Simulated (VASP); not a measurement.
A run of VASP 6.6.1:

File INCAR:

```
SYSTEM = Bi
PREC = Accurate
ENCUT = 520
EDIFF = 1E-7
ISMEAR = -1
SIGMA = 0.1
LREAL = .False.
LASPH = .True.
NELM = 100
ALGO = Normal
ISIF = 2
LWAVE = .False.
LCHARG = .True.
GGA = PS
LELF = .True.
LVHAR = .True.
NBANDS = 22
```

Contents of KPOINTS:

```
regular mesh
0
Gamma
  12 12 7
  0 0 0
```

File POSCAR:

```
Bi
1.0
    3.2502891928      0.0000000000      0.0000000000
   -1.6251445964      2.8148330106      0.0000000000
    0.0000000000      0.0000000000      5.1412814033
Bi
2
Direct
    0.3333333333      0.6666666667      0.2500000000
    0.6666666667      0.3333333333      0.7500000000
```

Potentials or basis: VASP PAW PBE potentials, release 64 (Bi_d).

The run is started by

```sh
$ cat potpaw_PBE.64/Bi_d/POTCAR > POTCAR
$ mpirun -np 1 vasp_std > vasp.out
```

Hardware: 1 thread of Intel(R) Xeon(R) Platinum 8259CL CPU @ 2.50GHz (Skylake/Cascade Lake) (shared host).

How long does it take, and how much memory?

Wall time 39 s on 1 thread of Intel(R) Xeon(R) Platinum 8259CL CPU @ 2.50GHz (Skylake/Cascade Lake) (shared host), peak memory 0.19 GiB. Counts: scf iterations 12, k points 76.
